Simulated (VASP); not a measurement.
Ti3Al3Cu2: single point with PBE

Crystal: Ti3Al3Cu2.

```
CELL_PARAMETERS angstrom
2.86148 0.00000 0.00000
0.00000 2.86148 0.00000
0.00000 0.00000 14.69581
ATOMIC_POSITIONS crystal
Ti 0.00000 0.00000 0.50000
Ti 0.50000 0.50000 0.86474
Ti 0.50000 0.50000 0.13526
Al 0.00000 0.00000 0.27030
Al 0.00000 0.00000 0.72970
Al 0.00000 0.00000 0.00000
Cu 0.50000 0.50000 0.62266
Cu 0.50000 0.50000 0.37734
```

```json
{"Program": "VASP 6.6.1", "Task": "single point", "Functional": "PBE", "Potentials or basis": "VASP PAW PBE potentials, release 64 (Ti_sv, Al, Cu)", "Cutoff": "520 eV", "k mesh": "12 × 12 × 2", "Occupations": "gaussian, width 0.1 eV", "Spin": "collinear spin", "Starting moments": "[1.0, -1.0, -1.0, 0.0, 0.0, 0.0, 1.0, 1.0] μB"}
```

```yaml
Pressure: 0.1 GPa
Largest_force: 0.016 eV/Å
Net_moment: 0.76 μB per cell
Site_moments: Ti +0.58, +0.00 (each value once); Al -0.00; Cu +0.02 μB
Valence_electrons_inside_the_program's_atomic_spheres: Ti 10.20, 10.27 (each value once); Al 0.80, 0.83 (each value once); Cu 10.05
```

Forces on the atoms (eV/Å):
```
Ti   0.000  0.000  0.000
Ti   0.000  0.000  0.005
Ti   0.000  0.000 -0.005
Al   0.000  0.000 -0.016
Al   0.000  0.000  0.016
Al   0.000  0.000  0.000
Cu   0.000  0.000 -0.005
Cu   0.000  0.000  0.005
```

Levels at points of the mesh, in eV from the Fermi level:
Spin up:
```
           k point  band 29  band 30  band 31  band 32  band 33  band 34  band 35  band 36  band 37  band 38
(0.00, 0.00, 0.00)    -2.05    -1.13    -0.81    -0.71    -0.52     0.54     1.33     1.72     1.72     1.75
(0.50, 0.00, 0.00)    -2.25    -1.70    -1.60    -1.39    -1.08    -0.70    -0.59    -0.31     1.52     1.64
(0.50, 0.50, 0.00)    -1.66    -0.87    -0.87    -0.45    -0.45    -0.27     0.47     1.36     1.58     1.58
(0.00, 0.00, 0.50)    -1.40    -1.13    -0.85    -0.81    -0.71     0.55     1.36     1.69     1.69     1.80
(0.50, 0.00, 0.50)    -2.27    -1.66    -1.49    -1.42    -1.28    -0.58    -0.57    -0.34     1.52     1.64
(0.50, 0.50, 0.50)    -1.53    -1.51    -1.51    -0.27     0.42     0.42     0.45     0.45     0.47     1.44
```
Spin down:
| k point | band 31 | band 32 | band 33 | band 34 | band 35 | band 36 |
| --- | --- | --- | --- | --- | --- | --- |
| (0.00, 0.00, 0.00) | -0.70 | -0.32 | 0.04 | 0.54 | 1.63 | 1.71 |
| (0.50, 0.00, 0.00) | -1.47 | -1.39 | -0.95 | -0.64 | -0.28 | 0.29 |
| (0.50, 0.50, 0.00) | -0.85 | -0.37 | -0.37 | -0.27 | 0.47 | 1.52 |
| (0.00, 0.00, 0.50) | -0.70 | -0.65 | 0.04 | 0.59 | 1.66 | 1.71 |
| (0.50, 0.00, 0.50) | -1.42 | -1.32 | -1.21 | -0.49 | -0.32 | 0.29 |
| (0.50, 0.50, 0.50) | -1.45 | -0.27 | 0.46 | 0.46 | 0.48 | 0.54 |

Wall time 36 min on 1 thread of Oxide Virtual Turin-like Processor, with other jobs on the host, peak memory 0.59 GiB.
